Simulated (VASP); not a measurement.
# SiF (P-6m2) in VASP: notebook, part 2 of 2

VASP 6.6.1. Earlier steps stand in the parts before.

### 3 Single point, PBE

This run uses another cell than the first one, of 12.25 Å³/atom, 1.130 times its volume.

Input file INCAR:

```
PREC     = Accurate       # precision mode
ENCUT    = 520            # plane-wave cutoff, eV
EDIFF    = 1E-7           # SCF threshold, eV
ISMEAR   = 0              # smearing method
SIGMA    = 0.1            # smearing width, eV
LREAL    = False          # projectors in reciprocal space
LASPH    = True           # aspherical terms in the spheres
NELM     = 60             # most SCF steps
ALGO     = Normal         # electronic algorithm
ISIF     = 2              # what is computed and relaxed
LWAVE    = False          # write WAVECAR
LCHARG   = False          # write CHGCAR
GGA      = PE             # functional
NBANDS   = 12             # bands
```

Input file KPOINTS:

```
regular mesh
0
Gamma
  6 6 6
```

Input file POSCAR:

```
SiF
1.0
    2.7014400243     -0.0000000026      0.0000000000
   -1.3507200099      2.3395156892      0.0000000000
    0.0000000000      0.0000000000      3.8751092017
Si F
1 1
Direct
    0.6666666667      0.3333333333      0.0000000000
    0.0000000000      0.0000000000      0.5000000000
```

Potentials or basis: VASP PAW PBE potentials, release 64 (Si, F).

Launch:

```sh
$ cat potpaw_PBE.64/Si/POTCAR potpaw_PBE.64/F/POTCAR > POTCAR
$ mpirun -np 1 vasp_std > vasp.out
```

OUTCAR:

```text
PREC = Accurate
   ENCUT = 520
   EDIFF = 1E-7
   ISMEAR = 0
   LREAL = False
   LASPH = True
   NELM = 60
   ISIF = 2
   GGA = PE

 ion  position               nearest neighbor table
   1  0.667  0.333  0.000-   2 2.49   2 2.49   2 2.49   2 2.49   2 2.49   2 2.49
   2  0.000  0.000  0.500-   1 2.49   1 2.49   1 2.49   1 2.49   1 2.49   1 2.49

  LATTYP: Found a hexagonal cell.
 ALAT       =     2.7014400243
 C/A-ratio  =     1.4344605717

  Lattice vectors:

 A1 = (   2.7014400243,  -0.0000000026,   0.0000000000)
 A2 = (  -1.3507200099,   2.3395156892,   0.0000000000)
 A3 = (   0.0000000000,   0.0000000000,   3.8751092017)

Analysis of symmetry for initial positions (statically):
=====================================================================
 Subroutine PRICEL returns:
 Original cell was already a primitive cell.

 Routine SETGRP: Setting up the symmetry group for a
 hexagonal supercell.

 Subroutine GETGRP returns: Found 12 space group operations
 (whereof 12 operations were pure point group operations)
 out of a pool of 24 trial point group operations.

The static configuration has the point symmetry D_3h.

Analysis of symmetry for dynamics (positions and initial velocities):
=====================================================================
 Subroutine PRICEL returns:
 Original cell was already a primitive cell.

 Routine SETGRP: Setting up the symmetry group for a
 hexagonal supercell.

 Subroutine GETGRP returns: Found 12 space group operations
 (whereof 12 operations were pure point group operations)
 out of a pool of 24 trial point group operations.

The dynamic configuration has the point symmetry D_3h.

 Subroutine INISYM returns: Found 12 space group operations
 (whereof 12 operations are pure point group operations),
 and found     1 'primitive' translations

----------------------------------------------------------------------------------------

                                     Primitive cell

  volume of cell :      24.4909

  direct lattice vectors                    reciprocal lattice vectors
     2.701440024 -0.000000003  0.000000000     0.370172942  0.213719447  0.000000000
    -1.350720010  2.339515689  0.000000000     0.000000000  0.427438895  0.000000000
     0.000000000  0.000000000  3.875109202     0.000000000  0.000000000  0.258057244

  length of vectors
     2.701440024  2.701440024  3.875109202     0.427438895  0.427438895  0.258057244

  position of ions in fractional coordinates (direct lattice)
     0.666666667  0.333333333  0.000000000
     0.000000000  0.000000000  0.500000000

  ion indices of the primitive-cell ions
   primitive index   ion index
                 1           1
                 2           2

----------------------------------------------------------------------------------------

 KPOINTS: regular mesh

Automatic generation of k-mesh.
 Grid dimensions read from file:
 generate k-points for:    6    6    6

 Generating k-lattice:

  Cartesian coordinates                     Fractional coordinates (reciprocal lattice)
     0.061695490  0.035619908  0.000000000     0.166666667 -0.000000000  0.000000000
     0.000000000  0.071239816  0.000000000     0.000000000  0.166666667  0.000000000
     0.000000000  0.000000000  0.043009541     0.000000000  0.000000000  0.166666667

  Length of vectors
     0.071239816  0.071239816  0.043009541

  Shift w.r.t. Gamma in fractional coordinates (k-lattice)
     0.000000000  0.000000000  0.000000000

 Subroutine IBZKPT returns following result:
 ===========================================

 Found     28 irreducible k-points:

 Following reciprocal coordinates:
            Coordinates               Weight
  0.000000  0.000000  0.000000      1.000000
  0.166667  0.000000  0.000000      6.000000
  0.333333 -0.000000  0.000000      6.000000
  0.500000  0.000000  0.000000      3.000000
  0.166667  0.166667  0.000000      6.000000
  0.333333  0.166667  0.000000     12.000000
[... 16 lines left out ...]
  0.166667  0.000000  0.500000      6.000000
  0.333333 -0.000000  0.500000      6.000000
 [... further k-points ...]
   k-points           NKPTS =     28   k-points in BZ     NKDIM =     28   number of bands    NBANDS=     12
   number of dos      NEDOS =    301   number of ions     NIONS =      2
   total plane-waves  NPLWV =  12000
   dimension x,y,z NGX =    20 NGY =   20 NGZ =   30
   dimension x,y,z NGXF=    40 NGYF=   40 NGZF=   60
   ions per type =               1   1
   NGX,Y,Z   is equivalent  to a cutoff of  12.31, 12.31, 12.87 a.u.
   NGXF,Y,Z  is equivalent  to a cutoff of  24.62, 24.62, 25.74 a.u.
 SYSTEM =  unknown system
   PREC   = accura    normal or accurate (medium, high low for compatibility)
   ISTART =      0    job   : 0-new  1-cont  2-samecut
   ICHARG =      2    charge: 1-file 2-atom 10-const
   ISPIN  =      1    spin polarized calculation?
   LNONCOLLINEAR =      F non collinear calculations
   LSORBIT =      F    spin-orbit coupling
   LASPH  =      T    aspherical Exc in radial PAW
   ENCUT  =  520.0 eV  38.22 Ry    6.18 a.u.   5.02  5.02  7.21*2*pi/ulx,y,z
   NELM   =     60;   NELMIN=  2; NELMDL= -5     # of ELM steps
   EDIFF  = 0.1E-06   stopping-criterion for ELM
   LREAL  =      F    real-space projection
   EDIFFG = 0.1E-05   stopping-criterion for IOM
   NSW    =      0    number of steps for IOM
   IBRION =     -1    ionic relax: 0-MD 1-quasi-New 2-CG
   NFREE  =      0    steps in history (QN), initial steepest desc. (CG)
   ISIF   =      2    stress and relaxation
   ISYM   =      2    0-nonsym 1-usesym 2-fastsym
   POTIM  = 0.5000    time-step for ionic-motion
   TEBEG  =    0.0;   TEEND  =   0.0 temperature during run
   PSTRESS=    0.0 pullay stress
   NELECT =      11.0000    total number of electrons
   NUPDOWN=      -1.0000    fix difference up-down
   EMIN   =  10.00;   EMAX   =-10.00  energy-range for DOS
   EFERMI =   0.00;   METHOD = LEGACY
   ISMEAR =     0;   SIGMA  =   0.10  broadening in eV -4-tet -1-fermi 0-gaus
   EFERMI_NEDOS =   21; number of points for ismear=-14 and -15
   IALGO  =     38    algorithm
   IMIX   =      4    mixing-type and parameters
     AMIX     =   0.40;   BMIX     =  1.00
     AMIX_MAG =   1.60;   BMIX_MAG =  1.00
  volume/ion in A,a.u.               =      12.25        82.64
  Fermi-wavevector in a.u.,A,eV,Ry     =   1.253730  2.369206 21.386163  1.571839
  Thomas-Fermi vector in A             =   2.387569
   LORBIT       =      0    0 simple, 1 ext, 2 COOP (PROOUT), +10 PAW based schemes
   GGA     = PE    functional components
   LHFCALC =     F    Hartree Fock is set to
   AEXX    =    0.0000 exact exchange contribution
   IVDW    =     0    specifies the selected vdW correction
   LEPSILON=     F    determine dielectric tensor
   LRPA    =     F    only Hartree local field effects (RPA)
 non-spin polarized calculation
 Gauss-broadening in eV      SIGMA  =   0.10
  energy-cutoff  :      520.00
  volume of cell :       24.49
 maximum number of plane-waves:       672
 NGX is ok and might be reduce to    20
   NGX =  9   NGY =  9   NGZ = 15

 number of electron      11.0000014 magnetization

 Free energy of the ion-electron system (eV)
  ---------------------------------------------------
  ext. energy  EPLUGINS =         0.00000000
  ---------------------------------------------------
  free energy    TOTEN  =        -8.86377706 eV

  energy without entropy =       -8.86254867  energy(sigma->0) =       -8.86316286

 E-fermi :   5.9448     XC(G=0): -10.7526

 val. band max:        5.8449432325   @ k =   0.3333   0.1667   0.5000
 cond. band min:       6.4646858762   @ k =   0.3333   0.3333   0.3333
 fundamental gap:      0.6197426437
 Fermi energy:         5.9447609441

 k-point     1 :       0.0000    0.0000    0.0000
  band No.  band energies     occupation
      1     -17.4694      2.00000
      2      -4.0386      2.00000
      3      -0.6911      2.00000
      4       2.9937      2.00000
      5       2.9937      2.00000
      6       9.9483      0.00000
      7      14.0379      0.00000
      8      17.0615      0.00000
      9      17.0615      0.00000
     10      19.6790      0.00000
     11      19.6790      0.00000
     12      23.6913      0.00000
[... 331 lines left out ...]
 k-point    24 :       0.3333   -0.0000    0.5000
  band No.  band energies     occupation
      1     -16.8798      2.00000
      2      -3.0488      2.00000
      3       0.3587      2.00000
      4       2.5989      2.00000
      5       3.0828      2.00000
      6       7.2450      0.00000
      7       9.2191      0.00000
      8      13.1394      0.00000
      9      15.9784      0.00000
     10      16.4086      0.00000
     11      23.3752      0.00000
     12      23.5927      0.00000

 [... further k-points ...]
[... 5 lines left out ...]
  --------------------------------------------------------------------------------------
  -------------------------------------------------------------------------------------
  Total       -0.0372952     -0.0372952     -0.0207313      0.0000000      0.0000000      0.0000000
  in kB       -2.4398232     -2.4398232     -1.3562251      0.0000000      0.0000000      0.0000000
  external PRESSURE =      -2.0786238 kB  Pullay stress =       0.0000000 kB

 VOLUME and BASIS-vectors are now :
 -----------------------------------------------------------------------------
  energy-cutoff  :      520.00
  volume of cell :       24.49
      direct lattice vectors                 reciprocal lattice vectors
     2.701440024 -0.000000003  0.000000000     0.370172942  0.213719447  0.000000000
    -1.350720010  2.339515689  0.000000000     0.000000000  0.427438895  0.000000000
     0.000000000  0.000000000  3.875109202     0.000000000  0.000000000  0.258057244

 POSITION                                       TOTAL-FORCE (eV/Angst)
 -----------------------------------------------------------------------------------
      1.35072      0.77984      0.00000        -0.000000      0.000000      0.000000
      0.00000      0.00000      1.93755         0.000000      0.000000      0.000000
 -----------------------------------------------------------------------------------
    total drift:                               -0.000000      0.000000      0.000000

  FREE ENERGIE OF THE ION-ELECTRON SYSTEM (eV)
  ---------------------------------------------------
  free  energy   TOTEN  =        -8.8637770586 eV

  energy  without entropy=       -8.8625486697  energy(sigma->0) =       -8.86316286
```

Wall time 5.9 s (1 thread of Intel Xeon 6975P-C, shared host); peak memory 0.13 GiB.

Results:

| Property | Result |
| --- | --- |
| Free energy | -8.8638 eV |
| Pressure | -0.2 GPa |

Stress tensor (GPa, compression positive):
```
-0.24  0.00  0.00
 0.00 -0.24  0.00
 0.00  0.00 -0.14
```

Levels at points of the mesh, in eV from the Fermi level:
```tsv
k point	band 2	band 3	band 4	band 5	band 6	band 7	band 8	band 9
(0.00, 0.00, 0.00)	-9.98	-6.64	-2.95	-2.95	4.00	8.09	11.12	11.12
(0.50, 0.00, 0.00)	-7.37	-4.93	-3.68	-3.56	-1.86	3.93	7.14	8.34
(0.00, 0.00, 0.50)	-11.64	-2.92	-2.92	-2.60	-0.12	11.22	11.22	12.92
(0.50, 0.00, 0.50)	-6.88	-6.21	-4.36	-3.48	-0.47	4.93	6.58	8.15
```

Caveat: the k points lie up to 0.45 Å⁻¹ apart; an odd number of electrons without spin polarisation forces a metal; a magnetic or distorted state may lie lower.
